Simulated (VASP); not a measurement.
C: single point with LDA

C:

```
C
1.0
    -2.41040    2.41040    2.44655
     2.41040   -2.41040    2.44655
     2.41040    2.41040   -2.44655
C
8
Direct
  0.32547 0.00000 0.00000
  0.67453 0.67453 0.67453
  0.00000 0.32547 0.00000
  0.00000 0.00000 0.32547
  0.00000 0.67453 0.00000
  0.32547 0.32547 0.32547
  0.67453 0.00000 0.00000
  0.00000 0.00000 0.67453
```

This cell differs from its parent crystal: strain +0.000 along x and y, +0.015 along z.

```yaml
Program: VASP 6.6.1
Task: single point
Functional: LDA
Potentials_or_basis: VASP PAW LDA potentials, release 64 (C)
Cutoff: 520 eV
k_mesh: 8 × 8 × 8
Occupations: gaussian, width 0.05 eV
Spin: no spin polarisation
```

| Quantity | Value |
| --- | --- |
| Pressure | -3.9 GPa |
| Largest force | 0.284 eV/Å |
| Band gap on the k mesh | 2.91 eV, indirect (least direct gap 3.74 eV) |

Forces in eV/Å, atoms in the order of the input:
```
C   -0.107  0.107 -0.240
C   -0.107 -0.107  0.240
C    0.107 -0.107 -0.240
C    0.107  0.107  0.240
C   -0.107  0.107  0.240
C    0.107  0.107 -0.240
C    0.107 -0.107  0.240
C   -0.107 -0.107 -0.240
```

Stress tensor (GPa, compression positive):
```
-1.04  0.00  0.00
 0.00 -1.04  0.00
 0.00  0.00 -9.47
```

Levels at points of the mesh, in eV from the valence-band top:
```csv
k point,band 13,band 14,band 15,band 16,band 17,band 18,band 19,band 20
"(0.00, 0.00, 0.00)",-5.31,-0.47,-0.47,-0.26,3.58,4.19,4.19,7.73
"(0.50, 0.00, 0.00)",-3.27,-3.05,-2.44,-2.18,3.75,5.56,5.68,6.43
"(0.50, 0.50, 0.00)",-3.21,-3.09,-2.28,-2.26,3.84,5.03,5.83,5.97
"(0.50, 0.50, 0.50)",-5.93,-0.19,0.00,0.00,3.74,5.64,5.64,5.99
```

Run time: 45 s on 1 thread of Intel Xeon 6975P-C (shared host), peak memory 0.18 GiB.

Caveat: the cell differs from its parent crystal (strain +0.000 along x and y, +0.015 along z). A k mesh can miss the band edges.
